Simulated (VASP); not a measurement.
# Cr (Im-3m) in VASP: notebook

Runs on Cr. Level: PBE. Tasks: single point.

All numbers are computed with VASP 6.6.1; they aren't measurements. Logs are shortened: lines on timing, memory, paths and dates and some standing lists are left out, and cuts for length are marked.

### Step 1. The cell of the first run

Symmetry: Im-3m, No. 229, cubic system. Conventional cell: a = 2.819 Å, b = 2.819 Å, c = 2.819 Å, α = 90.00°, β = 90.00°, γ = 90.00°. Cr (site symmetry m-3m) has 14 Cr at 2.44 to 2.82 Å within 3.2 Å.

### Step 2. Single point, PBE (volume scaled by 0.97)

Input file INCAR:

```
PREC = Accurate
ENCUT = 520
EDIFF = 1E-6
ISMEAR = 0
SIGMA = 0.1
LREAL = False
LASPH = True
NELM = 60
ALGO = Normal
ISIF = 2
LWAVE = False
LCHARG = False
GGA = PE
NBANDS = 12
```

Input file KPOINTS:

```
Automatic mesh
0
Gamma
  20 20 20
```

Input file POSCAR:

```
Cr
1.0
   -1.4095310408      1.4095310408      1.4095310408
    1.4095310408     -1.4095310408      1.4095310408
    1.4095310408      1.4095310408     -1.4095310408
Cr
1
Direct
    0.0000000000      0.0000000000      0.0000000000
```

Potentials or basis: VASP PAW PBE potentials, release 64 (Cr_pv).

The run is started by

```console
$ cat potpaw_PBE.64/Cr_pv/POTCAR > POTCAR
$ mpirun -np 1 vasp_std > vasp.out
```

OUTCAR:

```text
PREC = Accurate
   ENCUT = 520
   EDIFF = 1E-6
   ISMEAR = 0
   LREAL = False
   LASPH = True
   NELM = 60
   ISIF = 2
   GGA = PE

 ion  position               nearest neighbor table
   1  0.000  0.000  0.000-

  LATTYP: Found a body centered cubic cell.
 ALAT       =     2.8190620816

  Lattice vectors:

 A1 = (  -1.4095310408,   1.4095310408,   1.4095310408)
 A2 = (   1.4095310408,  -1.4095310408,   1.4095310408)
 A3 = (   1.4095310408,   1.4095310408,  -1.4095310408)

Analysis of symmetry for initial positions (statically):
=====================================================================
 Subroutine PRICEL returns:
 Original cell was already a primitive cell.

 Routine SETGRP: Setting up the symmetry group for a
 body centered cubic supercell.

 Subroutine GETGRP returns: Found 48 space group operations
 (whereof 48 operations were pure point group operations)
 out of a pool of 48 trial point group operations.

The static configuration has the point symmetry O_h .

Analysis of symmetry for dynamics (positions and initial velocities):
=====================================================================
 Subroutine PRICEL returns:
 Original cell was already a primitive cell.

 Routine SETGRP: Setting up the symmetry group for a
 body centered cubic supercell.

 Subroutine GETGRP returns: Found 48 space group operations
 (whereof 48 operations were pure point group operations)
 out of a pool of 48 trial point group operations.

The dynamic configuration has the point symmetry O_h .

 Subroutine INISYM returns: Found 48 space group operations
 (whereof 48 operations are pure point group operations),
 and found     1 'primitive' translations

----------------------------------------------------------------------------------------

                                     Primitive cell

  volume of cell :      11.2017

  direct lattice vectors                    reciprocal lattice vectors
    -1.409531041  1.409531041  1.409531041     0.000000000  0.354727910  0.354727910
     1.409531041 -1.409531041  1.409531041     0.354727910  0.000000000  0.354727910
     1.409531041  1.409531041 -1.409531041     0.354727910  0.354727910  0.000000000

  length of vectors
     2.441379378  2.441379378  2.441379378     0.501661021  0.501661021  0.501661021

  position of ions in fractional coordinates (direct lattice)
     0.000000000  0.000000000  0.000000000

  ion indices of the primitive-cell ions
   primitive index   ion index
                 1           1

----------------------------------------------------------------------------------------

 KPOINTS: Automatic mesh

Automatic generation of k-mesh.
 Grid dimensions read from file:
 generate k-points for:   20   20   20

 Generating k-lattice:

  Cartesian coordinates                     Fractional coordinates (reciprocal lattice)
     0.000000000  0.017736395  0.017736395     0.050000000  0.000000000  0.000000000
     0.017736395  0.000000000  0.017736395     0.000000000  0.050000000  0.000000000
     0.017736395  0.017736395  0.000000000     0.000000000  0.000000000  0.050000000

  Length of vectors
     0.025083051  0.025083051  0.025083051

  Shift w.r.t. Gamma in fractional coordinates (k-lattice)
     0.000000000  0.000000000  0.000000000

 Subroutine IBZKPT returns following result:
 ===========================================

 Found    256 irreducible k-points:

 Following reciprocal coordinates:
            Coordinates               Weight
  0.000000  0.000000  0.000000      1.000000
  0.050000  0.000000  0.000000     12.000000
  0.100000  0.000000  0.000000     12.000000
  0.150000  0.000000  0.000000     12.000000
  0.200000  0.000000  0.000000     12.000000
  0.250000  0.000000  0.000000     12.000000
[... 16 lines left out ...]
  0.200000  0.100000  0.000000     48.000000
  0.250000  0.100000 -0.000000     48.000000
 [... further k-points ...]
   k-points           NKPTS =    256   k-points in BZ     NKDIM =    256   number of bands    NBANDS=     12
   number of dos      NEDOS =    301   number of ions     NIONS =      1
   total plane-waves  NPLWV =   5832
   dimension x,y,z NGX =    18 NGY =   18 NGZ =   18
   dimension x,y,z NGXF=    36 NGYF=   36 NGZF=   36
   ions per type =               1
   NGX,Y,Z   is equivalent  to a cutoff of  12.26, 12.26, 12.26 a.u.
   NGXF,Y,Z  is equivalent  to a cutoff of  24.51, 24.51, 24.51 a.u.
 SYSTEM =  unknown system
   PREC   = accura    normal or accurate (medium, high low for compatibility)
   ISTART =      0    job   : 0-new  1-cont  2-samecut
   ICHARG =      2    charge: 1-file 2-atom 10-const
   ISPIN  =      1    spin polarized calculation?
   LNONCOLLINEAR =      F non collinear calculations
   LSORBIT =      F    spin-orbit coupling
   LASPH  =      T    aspherical Exc in radial PAW
   ENCUT  =  520.0 eV  38.22 Ry    6.18 a.u.   4.54  4.54  4.54*2*pi/ulx,y,z
   NELM   =     60;   NELMIN=  2; NELMDL= -5     # of ELM steps
   EDIFF  = 0.1E-05   stopping-criterion for ELM
   LREAL  =      F    real-space projection
   EDIFFG = 0.1E-04   stopping-criterion for IOM
   NSW    =      0    number of steps for IOM
   IBRION =     -1    ionic relax: 0-MD 1-quasi-New 2-CG
   NFREE  =      0    steps in history (QN), initial steepest desc. (CG)
   ISIF   =      2    stress and relaxation
   ISYM   =      2    0-nonsym 1-usesym 2-fastsym
   POTIM  = 0.5000    time-step for ionic-motion
   TEBEG  =    0.0;   TEEND  =   0.0 temperature during run
   PSTRESS=    0.0 pullay stress
   NELECT =      12.0000    total number of electrons
   NUPDOWN=      -1.0000    fix difference up-down
   EMIN   =  10.00;   EMAX   =-10.00  energy-range for DOS
   EFERMI =   0.00;   METHOD = LEGACY
   ISMEAR =     0;   SIGMA  =   0.10  broadening in eV -4-tet -1-fermi 0-gaus
   EFERMI_NEDOS =   21; number of points for ismear=-14 and -15
   IALGO  =     38    algorithm
   IMIX   =      4    mixing-type and parameters
     AMIX     =   0.40;   BMIX     =  1.00
     AMIX_MAG =   1.60;   BMIX_MAG =  1.00
  volume/ion in A,a.u.               =      11.20        75.59
  Fermi-wavevector in a.u.,A,eV,Ry     =   1.675099  3.165479 38.177380  2.805958
  Thomas-Fermi vector in A             =   2.759778
   LORBIT       =      0    0 simple, 1 ext, 2 COOP (PROOUT), +10 PAW based schemes
   GGA     = PE    functional components
   LHFCALC =     F    Hartree Fock is set to
   AEXX    =    0.0000 exact exchange contribution
   IVDW    =     0    specifies the selected vdW correction
   LEPSILON=     F    determine dielectric tensor
   LRPA    =     F    only Hartree local field effects (RPA)
 non-spin polarized calculation
 Gauss-broadening in eV      SIGMA  =   0.10
  energy-cutoff  :      520.00
  volume of cell :       11.20
 maximum number of plane-waves:       321
   NGX =  9   NGY =  9   NGZ =  9

 number of electron      12.0000011 magnetization

 Free energy of the ion-electron system (eV)
  ---------------------------------------------------
  ext. energy  EPLUGINS =         0.00000000
  ---------------------------------------------------
  free energy    TOTEN  =        -9.51088381 eV

  energy without entropy =       -9.50759018  energy(sigma->0) =       -9.50923700

 E-fermi :  11.4365     XC(G=0): -13.8530

 val. band max:       11.4316003062   @ k =  -0.1500   0.2000   0.1000
 cond. band min:      11.4533592375   @ k =   0.1500   0.0500   0.0000
 fundamental gap:      0.0217589313
 Fermi energy:        11.4365306035

 k-point     1 :       0.0000    0.0000    0.0000
  band No.  band energies     occupation
      1     -31.2664      2.00000
      2     -31.2664      2.00000
      3     -31.2664      2.00000
      4       3.4509      2.00000
      5      10.4659      2.00000
      6      10.4659      2.00000
      7      10.4659      2.00000
      8      12.6025      0.00000
      9      12.6025      0.00000
     10      18.5438      0.00000
     11      33.9589      0.00000
     12      33.9589      0.00000

 k-point     2 :       0.0500    0.0000    0.0000
  band No.  band energies     occupation
      1     -31.2923      2.00000
      2     -31.2743      2.00000
      3     -31.2666      2.00000
      4       3.5642      2.00000
      5      10.4210      2.00000
      6      10.4589      2.00000
      7      10.5436      2.00000
      8      12.5509      0.00000
      9      12.6056      0.00000
     10      18.5437      0.00000
     11      33.7144      0.00000
     12      33.9348      0.00000

 k-point     3 :       0.1000    0.0000    0.0000
  band No.  band energies     occupation
      1     -31.3672      2.00000
      2     -31.2971      2.00000
      3     -31.2671      2.00000
      4       3.8961      2.00000
      5      10.2926      2.00000
      6      10.4275      2.00000
      7      10.7728      2.00000
      8      12.4240      0.00000
      9      12.6159      0.00000
     10      18.5437      0.00000
     11      33.0041      0.00000
     12      33.7925      0.00000

 k-point     4 :       0.1500    0.0000    0.0000
  band No.  band energies     occupation
      1     -31.4827      2.00000
      2     -31.3325      2.00000
      3     -31.2678      2.00000
      4       4.4205      2.00000
      5      10.0978      2.00000
      6      10.3492      2.00000
      7      11.1408      1.99997
      8      12.2932      0.00000
      9      12.6365      0.00000
     10      18.5435      0.00000
     11      31.8709      0.00000
     12      33.3784      0.00000

 k-point     5 :       0.2000    0.0000    0.0000
  band No.  band energies     occupation
      1     -31.6263      2.00000
      2     -31.3768      2.00000
      3     -31.2689      2.00000
      4       5.0854      2.00000
      5       9.8608      2.00000
      6      10.2273      2.00000
      7      11.6260      0.00736
      8      12.2310      0.00000
      9      12.6705      0.00000
     10      18.5434      0.00000
     11      30.3778      0.00000
     12      32.6405      0.00000

 k-point     6 :       0.2500    0.0000    0.0000
  band No.  band energies     occupation
      1     -31.7832      2.00000
      2     -31.4257      2.00000
      3     -31.2700      2.00000
      4       5.7961      2.00000
      5       9.6080      2.00000
      6      10.1462      2.00000
      7      12.1964      0.00000
      8      12.2607      0.00000
      9      12.7190      0.00000
     10      18.5431      0.00000
     11      28.6353      0.00000
     12      31.7125      0.00000

 k-point     7 :       0.3000    0.0000    0.0000
  band No.  band energies     occupation
      1     -31.9377      2.00000
      2     -31.4743      2.00000
      3     -31.2712      2.00000
      4       6.3972      2.00000
      5       9.3647      2.00000
      6      10.2766      2.00000
      7      12.3560      0.00000
      8      12.7795      0.00000
      9      12.8076      0.00000
     10      18.5426      0.00000
     11      26.7834      0.00000
     12      30.7693      0.00000

 k-point     8 :       0.3500    0.0000    0.0000
  band No.  band energies     occupation
      1     -32.0751      2.00000
      2     -31.5179      2.00000
      3     -31.2723      2.00000
      4       6.7400      2.00000
      5       9.1528      2.00000
      6      10.7615      2.00000
      7      12.4770      0.00000
      8      12.8450      0.00000
      9      13.4020      0.00000
     10      18.5419      0.00000
     11      24.9673      0.00000
     12      29.9357      0.00000
[... 166 lines left out ...]
 k-point    20 :       0.4500    0.0500    0.0000
  band No.  band energies     occupation
      1     -32.2609      2.00000
      2     -31.5871      2.00000
      3     -31.2839      2.00000
      4       6.8992      2.00000
      5       8.8735      2.00000
      6      12.0587      0.00000
      7      12.5976      0.00000
      8      13.2029      0.00000
      9      14.6201      0.00000
     10      18.5380      0.00000
     11      21.8253      0.00000
     12      28.6686      0.00000

 k-point    21 :       0.1000    0.1000    0.0000
  band No.  band energies     occupation
      1     -31.5449      2.00000
      2     -31.3319      2.00000
      3     -31.2909      2.00000
      4       4.7238      2.00000
      5      10.0741      2.00000
      6      10.1636      2.00000
      7      11.4142      1.24821
      8      12.1793      0.00000
      9      12.7044      0.00000
     10      18.5435      0.00000
     11      31.5486      0.00000
     12      32.6888      0.00000

 k-point    22 :       0.1500    0.1000    0.0000
  band No.  band energies     occupation
      1     -31.6736      2.00000
      2     -31.3748      2.00000
      3     -31.2985      2.00000
      4       5.3718      2.00000
      5       9.8614      2.00000
      6       9.9973      2.00000
      7      11.9297      0.00000
      8      12.1025      0.00000
      9      12.7783      0.00000
     10      18.5433      0.00000
     11      30.3198      0.00000
     12      31.7225      0.00000

 k-point    23 :       0.2000    0.1000    0.0000
  band No.  band energies     occupation
      1     -31.8122      2.00000
      2     -31.4289      2.00000
      3     -31.3023      2.00000
      4       6.0732      2.00000
      5       9.6095      2.00000
      6       9.8821      2.00000
      7      12.1127      0.00000
      8      12.5368      0.00000
      9      12.8655      0.00000
     10      18.5430      0.00000
     11      28.7046      0.00000
     12      30.7854      0.00000

 k-point    24 :       0.2500    0.1000   -0.0000
  band No.  band energies     occupation
      1     -31.9477      2.00000
      2     -31.4850      2.00000
      3     -31.3050      2.00000
      4       6.6770      2.00000
      5       9.3706      2.00000
      6       9.9334      2.00000
      7      12.2113      0.00000
      8      12.8981      0.00000
      9      13.2536      0.00000
     10      18.5426      0.00000
     11      26.8877      0.00000
     12      29.9351      0.00000

 [... further k-points ...]
[... 5 lines left out ...]
  --------------------------------------------------------------------------------------
  -------------------------------------------------------------------------------------
  Total        0.5486400      0.5486400      0.5486400      0.0000000      0.0000000      0.0000000
  in kB       78.4718914     78.4718914     78.4718914      0.0000000      0.0000000      0.0000000
  external PRESSURE =      78.4718914 kB  Pullay stress =       0.0000000 kB

 VOLUME and BASIS-vectors are now :
 -----------------------------------------------------------------------------
  energy-cutoff  :      520.00
  volume of cell :       11.20
      direct lattice vectors                 reciprocal lattice vectors
    -1.409531041  1.409531041  1.409531041     0.000000000  0.354727910  0.354727910
     1.409531041 -1.409531041  1.409531041     0.354727910  0.000000000  0.354727910
     1.409531041  1.409531041 -1.409531041     0.354727910  0.354727910  0.000000000

 POSITION                                       TOTAL-FORCE (eV/Angst)
 -----------------------------------------------------------------------------------
      0.00000      0.00000      0.00000         0.000000      0.000000      0.000000
 -----------------------------------------------------------------------------------
    total drift:                                0.000000     -0.000000     -0.000000

  FREE ENERGIE OF THE ION-ELECTRON SYSTEM (eV)
  ---------------------------------------------------
  free  energy   TOTEN  =        -9.5108838122 eV

  energy  without entropy=       -9.5075901805  energy(sigma->0) =       -9.50923700
```

Wall time 16 s (1 thread of Intel Xeon 6975P-C, shared host); peak memory 0.14 GiB.

Results:

```
Free energy            : -9.5109 eV
Pressure               : 7.8 GPa
Band gap on the k mesh : zero (band 6 reaches 13.97 eV, above the bottom of band 7 at 10.47 eV)
```

Levels at points of the mesh, in eV from the Fermi level:
```
           k point  band 2  band 3  band 4  band 5  band 6  band 7  band 8  band 9  band 10  band 11
(0.00, 0.00, 0.00)  -42.70  -42.70   -7.99   -0.97   -0.97   -0.97    1.17    1.17     7.11    22.52
(0.50, 0.00, 0.00)  -43.02  -42.71   -4.61   -2.59    1.17    1.18    1.53    2.94     7.10    10.28
(0.50, 0.50, 0.50)  -43.39  -43.39   -4.53   -4.53    2.53    2.53    2.53    7.10    10.87    10.87
```

Caveat: the cell differs from its parent crystal (volume scaled by 0.97); the run has no spin polarisation, though such a crystal can be magnetic.

### Step 3. Single point, PBE

This run uses another cell than the first one, of 11.55 Å³/atom, 1.031 times its volume.

Input file INCAR:

```
PREC = Accurate
ENCUT = 520
EDIFF = 1E-6
ISMEAR = 0
SIGMA = 0.1
LREAL = False
LASPH = True
NELM = 80
ALGO = Normal
ISIF = 2
LWAVE = False
LCHARG = True
GGA = PE
LELF = True
LVHAR = True
NBANDS = 12
```

KPOINTS is that of step 2.

Input file POSCAR:

```
Cr
1.0
   -1.4239150041      1.4239150041      1.4239150041
    1.4239150041     -1.4239150041      1.4239150041
    1.4239150041      1.4239150041     -1.4239150041
Cr
1
Direct
    0.0000000000      0.0000000000      0.0000000000
```

Potentials or basis: VASP PAW PBE potentials, release 64 (Cr_pv).

The run is started by

```console
$ cat potpaw_PBE.64/Cr_pv/POTCAR > POTCAR
$ mpirun -np 1 vasp_std > vasp.out
```

Run time: 14 s. Hardware: 1 thread of Intel Xeon 6975P-C, shared host; peak memory 0.14 GiB.

It converged, with:

```
Free energy            : -9.5187 eV
Pressure               : -1.1 GPa
Band gap on the k mesh : zero (band 6 reaches 13.42 eV, above the bottom of band 7 at 10.06 eV)
```

Levels at points of the mesh, in eV from the Fermi level:
| k point | band 2 | band 3 | band 4 | band 5 | band 6 | band 7 | band 8 | band 9 | band 10 | band 11 |
| --- | --- | --- | --- | --- | --- | --- | --- | --- | --- | --- |
| (0.00, 0.00, 0.00) | -42.74 | -42.74 | -7.88 | -0.93 | -0.93 | -0.93 | 1.12 | 1.12 | 7.09 | 22.29 |
| (0.50, 0.00, 0.00) | -43.03 | -42.75 | -4.45 | -2.48 | 1.10 | 1.12 | 1.46 | 2.82 | 7.08 | 9.91 |
| (0.50, 0.50, 0.50) | -43.37 | -43.37 | -4.33 | -4.33 | 2.43 | 2.43 | 2.43 | 7.08 | 10.59 | 10.59 |

Caveat: the run has no spin polarisation, though such a crystal can be magnetic.

### Step 4. Single point, PBE (volume scaled by 1.03)

Input file INCAR:

```
PREC = Accurate ; ENCUT = 520
EDIFF = 1E-6 ; ISMEAR = 0
SIGMA = 0.1 ; LREAL = F
LASPH = T ; NELM = 80
ALGO = Normal ; ISIF = 2
LWAVE = F ; LCHARG = T
GGA = PE ; LELF = T
LVHAR = T ; NBANDS = 12
```

Input file KPOINTS:

```
regular mesh
0
Gamma
  20 20 20
```

Input file POSCAR:

```
Cr
1.0
   -1.4380140894      1.4380140894      1.4380140894
    1.4380140894     -1.4380140894      1.4380140894
    1.4380140894      1.4380140894     -1.4380140894
Cr
1
Direct
    0.0000000000      0.0000000000      0.0000000000
```

The run is started by

```console
$ cat potpaw_PBE.64/Cr_pv/POTCAR > POTCAR
$ mpirun -np 1 vasp_std > vasp.out
```

Wall time 21 s (1 thread of Intel Xeon 6975P-C, shared host); peak memory 0.15 GiB.

The run converged. Its results:

| Quantity | Value |
| --- | --- |
| Free energy | -9.5099 eV |
| Pressure | -7.6 GPa |
| Band gap on the k mesh | zero (band 6 reaches 12.90 eV, above the bottom of band 7 at 9.68 eV) |

Levels at points of the mesh, in eV from the Fermi level:
```
           k point  band 3  band 4  band 5  band 6  band 7  band 8  band 9  band 10
(0.00, 0.00, 0.00)  -42.78   -7.77   -0.89   -0.89   -0.89    1.09    1.09     7.07
(0.50, 0.00, 0.00)  -42.79   -4.30   -2.37    1.03    1.08    1.41    2.70     7.07
(0.50, 0.50, 0.50)  -43.36   -4.15   -4.15    2.33    2.33    2.33    7.07    10.33
```

Caveat: the cell differs from its parent crystal (volume scaled by 1.03); the run has no spin polarisation, though such a crystal can be magnetic. Spin polarisation is off, so any magnetic state and its effect on volume and gap are missing.

### Step 5. Overview

| cell | gap on the mesh (eV) | pressure (GPa) |
| --- | --- | --- |
| a = 2.441 Å, angles 109.5°, 1 atom | none | 7.8 |
| a = 2.466 Å, angles 109.5°, 1 atom | none | -1.1 |
| a = 2.491 Å, angles 109.5°, 1 atom | none | -7.6 |

Alike in all rows: task single point; level PBE; potentials or basis VASP PAW PBE potentials, release 64 (Cr_pv); no spin polarisation; k mesh 20 × 20 × 20; cutoff (eV) 520; smearing gaussian 0.1 eV.

Caveats: the run has no spin polarisation, though such a crystal can be magnetic.

Total energies depend on the potentials used, so only differences within one code and one set of settings carry meaning.
